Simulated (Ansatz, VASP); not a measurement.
## One calculation of LiF, two programs

File INCAR:

```
SYSTEM = LiF
  ALGO = Normal
  EDIFF = 1E-6
  ENCUT = 520
  GGA = PE
  ISIF = 2
  ISMEAR = 0
  LASPH = .TRUE.
  LCHARG = .FALSE.
  LREAL = .FALSE.
  LWAVE = .FALSE.
  NBANDS = 12
  NELM = 100
  PREC = Accurate
  SIGMA = 0.02
```

KPOINTS

```
k-points
0
G
  10 10 10
  0 0 0
```

File POSCAR:

```
LiF
1.0
    0.0000000000      2.2252147905      2.2252147905
    2.2252147905      0.0000000000      2.2252147905
    2.2252147905      2.2252147905      0.0000000000
Li F
1 1
Direct
    0.7500000000      0.7500000000      0.7500000000
    0.0000000000      0.0000000000      0.0000000000
```

Input for Ansatz:

```yaml
crystal:
  lattice:
    - [0.0, 2.2252147905, 2.2252147905]
    - [2.2252147905, 0.0, 2.2252147905]
    - [2.2252147905, 2.2252147905, 0.0]
  atoms:
    - { symbol: Li, position: [0.75, 0.75, 0.75] }
    - { symbol: F, position: [0.0, 0.0, 0.0] }
basis:
  ecutwfc: 420
kpoints:
  mp_grid: { grid: [10, 10, 10] }
hamiltonian:
  xc: pbe
scf:
  occupations: { method: gaussian, width: 0.02 }
output:
  forces: true
  stress: true
  eigenvalues: true
```

Alike in both runs: task single point; functional PBE; k mesh 10 × 10 × 10; occupations gaussian, width 0.02 eV; no spin polarisation.

```csv
,VASP,Ansatz
version,VASP 6.6.1,Ansatz 0.2.0
potentials or method,"VASP PAW PBE potentials, release 64 (Li_sv, F), cutoff 520 eV","scalar-relativistic, plane waves, PAW"
valence electrons in the cell,10,10
```

|  | VASP | Ansatz | Ansatz less VASP |
| --- | --- | --- | --- |
| gap on the k mesh at the Fermi level (eV) | 7.34 | 7.35 | +0.008 |
| least direct gap on the mesh (eV) | 7.34 | 7.35 | +0.008 |

Noted on VASP's run: the cutoff is short for stress, so the pressure is rough.
